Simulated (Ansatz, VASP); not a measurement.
Si2Ge in VASP and in Ansatz

File INCAR:

```
SYSTEM = Si2Ge
  ALGO = Normal
  EDIFF = 1E-7
  EDIFFG = -0.08
  ENCUT = 600
  GGA = PE
  IBRION = 2
  ISIF = 3
  ISMEAR = 0
  LASPH = .True.
  LCHARG = .False.
  LREAL = .False.
  LWAVE = .False.
  NELM = 80
  NSW = 36
  PREC = Accurate
  SIGMA = 0.2
```

KPOINTS

```
k-points
0
Gamma
  6 6 6
  0 0 0
```

Contents of POSCAR:

```
Si2Ge
1.0
   -1.9450000000      1.9450000000      8.2500000000
    1.9450000000     -1.9450000000      8.2500000000
    1.9450000000      1.9450000000     -8.2500000000
Si Ge
4 2
Direct
    0.0833300000      0.5833300000      0.5000000000
    0.4166700000      0.9166700000      0.5000000000
    0.6666700000      0.6666700000      0.0000000000
    0.3333300000      0.3333300000      0.0000000000
    0.0000000000      0.0000000000      0.0000000000
    0.7500000000      0.2500000000      0.5000000000
```

Input for Ansatz:

```yaml
crystal:
  lattice:
    - [-1.945, 1.945, 8.25]
    - [1.945, -1.945, 8.25]
    - [1.945, 1.945, -8.25]
  atoms:
    - { symbol: Si, position: [0.08333, 0.58333, 0.5] }
    - { symbol: Si, position: [0.41667, 0.91667, 0.5] }
    - { symbol: Si, position: [0.66667, 0.66667, 0.0] }
    - { symbol: Si, position: [0.33333, 0.33333, 0.0] }
    - { symbol: Ge, position: [0.0, 0.0, 0.0] }
    - { symbol: Ge, position: [0.75, 0.25, 0.5] }
basis:
  ecutwfc: 420
kpoints:
  mp_grid: { grid: [6, 6, 6] }
hamiltonian:
  xc: pbe
scf:
  occupations: { method: gaussian, width: 0.2 }
  lower_state_search: "off"
output:
  forces: true
  stress: true
  eigenvalues: true
relax:
  adjacent_minimum: "off"
  f_tol: 0.08
  max_steps: 16
  cell: { stress_tol: 0.8 }
```

Alike in both runs: task relaxation of cell and atoms; functional PBE; k mesh 6 × 6 × 6; occupations gaussian, width 0.2 eV; no spin polarisation.

|  | VASP | Ansatz |
| --- | --- | --- |
| version | VASP 6.6.1 | Ansatz 0.2.0 |
| potentials or method | VASP PAW PBE potentials, release 64 (Si, Ge_d), cutoff 600 eV | scalar-relativistic, plane waves, PAW |
| valence electrons in the cell | 44 | 44 |

```csv
,VASP,Ansatz,Ansatz less VASP
"gap on the k mesh at the Fermi level, each at its own relaxed structure (eV)",0.48,0.47,-0.013
relaxed volume (Å³/atom),21.39,21.30,-0.092
relaxed length of the cell vector where the two differ most in proportion (Å),8.765,8.737,-0.0280
```
